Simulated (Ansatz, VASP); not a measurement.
**Two plane-wave programs on Mg4TiN**

```
Mg Ti N
1.0
     0.00000    4.33692    4.33692
     4.33692    0.00000    4.33692
     4.33692    4.33692    0.00000
Mg Ti N
4 1 1
Direct
  0.62084 0.13749 0.62084
  0.62084 0.62084 0.62084
  0.13749 0.62084 0.62084
  0.62084 0.62084 0.13749
  0.25000 0.25000 0.25000
  0.75000 0.75000 0.75000
```

Alike in both runs: task relaxation of cell and atoms; functional PBE; k mesh 8 × 8 × 8; occupations gaussian, width 0.1 eV; collinear spin.

|  | VASP | Ansatz |
| --- | --- | --- |
| version | VASP 6.6.1 | Ansatz 0.2.0 |
| potentials or method | VASP PAW PBE potentials, release 64 (Mg, Ti_sv, N), cutoff 600 eV | scalar-relativistic, plane waves, PAW |
| valence electrons in the cell | 25 | 57 |

|  | VASP | Ansatz | Ansatz less VASP |
| --- | --- | --- | --- |
| gap on the k mesh at the Fermi level, each at its own relaxed structure (eV) | none | none | - |
| net moment per atom (μB) | 0.01 | 0.58 | +0.572 |
| size of the moment on the site where the two differ most (μB) | 0.07 | 2.23 | +2.159 |
| relaxed volume (Å³/atom) | 26.71 | 27.49 | +0.777 |
| relaxed length of the cell vector where the two differ most in proportion (Å) | 6.097 | 6.156 | +0.0585 |

The net moments are unlike, so the other rows may belong to different states. Site moments also hang on the region over which each program counts them. A gap of «none» marks a metal or a gap that the smearing closes. VASP's potentials hold 25 valence electrons a cell and Ansatz's 57, so a difference there can come from the potentials and not from the codes. Ansatz's warnings: given moment on shells.
